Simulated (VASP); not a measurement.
A run of VASP 6.6.1 is set up as follows.

Contents of INCAR:

```
ALGO = Normal
EDIFF = 1E-6
ENCUT = 520
GGA = PE
ISIF = 2
ISMEAR = 0
LASPH = True
LCHARG = True
LELF = True
LREAL = False
LVHAR = True
LWAVE = False
NBANDS = 16
NELM = 80
PREC = Accurate
SIGMA = 0.15
```

The input KPOINTS:

```
k-points
0
Gamma
  14 14 14
```

File POSCAR:

```
GaSb
1.0
    0.0000000000      3.0764152717      3.2451637888
    3.2451637888      0.0000000000      3.2451637888
    3.2451637888      3.0764152717      0.0000000000
Ga Sb
1 1
Direct
    0.0000000000      0.0000000000      0.0000000000
    0.7500000000      0.7500000000      0.7500000000
```

Potentials or basis: VASP PAW PBE potentials, release 64 (Ga_d, Sb).

The run is started by

```bash
$ cat potpaw_PBE.64/Ga_d/POTCAR potpaw_PBE.64/Sb/POTCAR > POTCAR
$ mpirun -np 1 vasp_std > vasp.out
```

Question: What does it give for the band gap on the k mesh?

Answer: 0.14 eV, indirect (least direct gap 0.25 eV).

Question: What does it give for the pressure?

Answer: -2.8 GPa.

Stress tensor (GPa, compression positive):
```
-3.45  0.00  0.00
 0.00 -1.55  0.00
 0.00  0.00 -3.45
```

Caveat: spin-orbit coupling is left out, which moves the levels of the heavy elements. A k mesh can miss the band edges.
